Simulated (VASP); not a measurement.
Set up this calculation in VASP 6.6.1, as the native input.

| Property | Result |
| --- | --- |
| Task | single point |
| Functional | PBEsol |
| Potentials or basis | VASP PAW PBE potentials, release 64 (C_h, N_h, H_h) |
| Cutoff | 1000 eV |
| k mesh | 2 × 2 × 1 |
| Occupations | gaussian, width 0.05 eV |
| Spin | no spin polarisation |
| Dipole correction | no |
| Further INCAR settings | LREAL = Auto; ALGO = Normal; EDIFF = 1e-06; NBANDS = 55; NELMDL = -8 |

The structure of HC18N lies in POSCAR:

```
HC18N
1.0
    7.3980000000      0.0000000000      0.0000000000
   -3.6990000000      6.4068560000      0.0000000000
    0.0000000000      0.0000000000     12.0000000000
C N H
18 1 1
Direct
    0.0058883955     -0.0004765208      0.0766153333
    0.2257147888      0.1123974068      0.0673639167
    0.0096702990      0.3370526823      0.0823894167
    0.2258456141      0.4467985545      0.0694111667
    0.0067726066      0.6736836289      0.0811795000
    0.2249774179      0.7808934679      0.0744577500
    0.3363995890      0.0027002324      0.0696294167
    0.5568193551      0.1160388184      0.0791806667
    0.3367521947      0.3343192043      0.0675338333
    0.5566868952      0.4447711951      0.0730956667
    0.3376172318      0.6687086459      0.0732414167
    0.5565410910      0.7752919685      0.0812966667
    0.6624542050     -0.0010902383      0.1086532500
    0.9039408235      0.1173204143      0.1020749167
    0.6644523006      0.3317048175      0.0803475833
    0.8930664726      0.4473421909      0.1052231667
    0.6681175582      0.6675673685      0.0798095000
    0.8937935777      0.7806925893      0.0800394167
    0.7858195133      0.0629812813      0.2066590833
    0.8894106007      0.4383391792      0.1992982500
```

One way to write it, as run:

INCAR

```
SYSTEM = HC18N
PREC = Accurate
ENCUT = 1000
EDIFF = 1E-6
ISMEAR = 0
SIGMA = 0.05
LREAL = Auto
LASPH = .TRUE.
NELM = 120
ALGO = Normal
ISIF = 2
LWAVE = .FALSE.
LCHARG = .FALSE.
GGA = PS
NBANDS = 55
GGA_COMPAT = .FALSE.
NELMDL = -8
```

KPOINTS

```
Automatic mesh
0
G
  2 2 1
  0 0 0
```

Potentials or basis: VASP PAW PBE potentials, release 64 (C_h, N_h, H_h).

The run is started by

```bash
$ cat potpaw_PBE.64/C_h/POTCAR potpaw_PBE.64/N_h/POTCAR potpaw_PBE.64/H_h/POTCAR > POTCAR
$ mpirun -np 1 vasp_std > vasp.out
```

It gave:

```json
{
  "Largest force": "0.074 eV/Å",
  "Band gap on the k mesh": "0.32 eV (least direct gap 0.34 eV)"
}
```

Caveat: the k points lie up to 0.49 Å⁻¹ apart; there is no dipole correction, which matters where the two faces differ; the PAW data sets were made with another functional, which shifts forces and pressure a little.

Wall time 11 min on 1 thread of Intel(R) Xeon(R) 6975P-C (Granite Rapids), with other jobs on the host, peak memory 1.5 GiB.
